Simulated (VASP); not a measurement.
Set up this calculation in VASP 6.6.1, as the native input.

```yaml
Task: single point
Functional: PBEsol
Potentials_or_basis: VASP PAW PBE potentials, release 64 (Al, N)
Cutoff: 520 eV
k_mesh: 8 × 8 × 8
Occupations: gaussian, width 0.05 eV
Spin: no spin polarisation
Dipole_correction: no
Further_INCAR_settings: ALGO = Normal; EDIFF = 1e-07; NBANDS = 26
```

The structure of AlN lies in POSCAR:

```
AlN
1.0
   -3.1135599857      0.0000000000      0.0000000000
    0.0000000000      5.3928440876      0.0000000000
    1.5567799928     -2.6964220438     -4.9833504711
Al N
4 4
Direct
    1.0105485265      0.3361877850      0.9984862794
    0.5105485265      0.8361877850      0.9984862794
    0.2379377529      0.9122984944      0.4984862794
    0.7379377529      0.4122984944      0.4984862794
    0.7981585128      0.1493799584      0.6165170587
    0.2981585128      0.6493799584      0.6165170587
    0.0683585459      0.7171371003      0.1165170587
    0.5683585459      0.2171371003      0.1165170587
```

This cell differs from its parent crystal: atoms displaced along several vibrational modes.

One way to write it, as run:

INCAR

```
ALGO     = Normal         # electronic algorithm
EDIFF    = 1E-7           # SCF threshold, eV
ENCUT    = 520            # plane-wave cutoff, eV
GGA      = PS             # functional
ISIF     = 2              # what is computed and relaxed
ISMEAR   = 0              # smearing method
LASPH    = True           # aspherical terms in the spheres
LCHARG   = False          # write CHGCAR
LREAL    = False          # projectors in reciprocal space
LWAVE    = False          # write WAVECAR
NBANDS   = 26             # bands
NELM     = 60             # most SCF steps
PREC     = Accurate       # precision mode
SIGMA    = 0.05           # smearing width, eV
```

KPOINTS

```
k-points
0
Gamma
  8 8 8
```

Potentials or basis: VASP PAW PBE potentials, release 64 (Al, N).

Run with:

```console
$ cat potpaw_PBE.64/Al/POTCAR potpaw_PBE.64/N/POTCAR > POTCAR
$ mpirun -np 1 vasp_std > vasp.out
```

It gave:

```
Pressure               : 0.6 GPa
Largest force          : 1.042 eV/Å
Band gap on the k mesh : 4.09 eV
```

Caveat: the cell differs from its parent crystal (atoms displaced along several vibrational modes); the stress differs along the axes, from -4 to 6 GPa; the PAW data sets were made with another functional, which shifts forces and pressure a little.

It took 8.3 min on 1 thread of Intel Xeon 8259CL (shared host), peak memory 0.37 GiB.
